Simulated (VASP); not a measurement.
Wanted: the native input for a VASP 6.6.1 run.

| Item | Value |
| --- | --- |
| Task | single point |
| Functional | PBE |
| Dispersion | D3(BJ) |
| Potentials or basis | VASP PAW PBE potentials, release 64 (Ti_sv, Al) |
| Cutoff | 520 eV |
| k mesh | 16 × 16 × 16 |
| Occupations | gaussian, width 0.1 eV |
| Spin | no spin polarisation |
| Dipole correction | no |
| Further INCAR settings | ALGO = Normal; EDIFF = 1e-06; NBANDS = 18 |

The structure of TiAl3 lies in POSCAR:

```
TiAl3
1.0
   -1.8970914534      1.8970914534      4.2478858499
    1.8970914534     -1.8970914534      4.2478858499
    1.8970914534      1.8970914534     -4.2478858499
Ti Al
1 3
Direct
    0.0000000000      0.0000000000      0.0000000000
    0.5000000000      0.5000000000      0.0000000000
    0.7500000000      0.2500000000      0.5000000000
    0.2500000000      0.7500000000      0.5000000000
```

One way to write it, as run:

INCAR

```
SYSTEM = TiAl3
PREC = Accurate
ENCUT = 520
EDIFF = 1E-6
ISMEAR = 0
SIGMA = 0.1
LREAL = .FALSE.
LASPH = .TRUE.
NELM = 80
ALGO = Normal
ISIF = 2
LWAVE = .FALSE.
LCHARG = .FALSE.
GGA = PE
IVDW = 12
NBANDS = 18
```

KPOINTS

```
Automatic mesh
0
G
  16 16 16
  0 0 0
```

Potentials or basis: VASP PAW PBE potentials, release 64 (Ti_sv, Al).

Run with:

```bash
$ cat potpaw_PBE.64/Ti_sv/POTCAR potpaw_PBE.64/Al/POTCAR > POTCAR
$ mpirun -np 1 vasp_std > vasp.out
```

Results of the run:

```yaml
Pressure: 0.0 GPa
Band_gap_on_the_k_mesh: zero (an odd number of electrons rules out a gap without spin polarisation)
Dispersion_energy_per_atom: -0.435 eV
```

Run time: 7.4 min on 1 thread of Intel(R) Xeon(R) Platinum 8259CL CPU @ 2.50GHz (Skylake/Cascade Lake), on a shared host, peak memory 0.52 GiB.
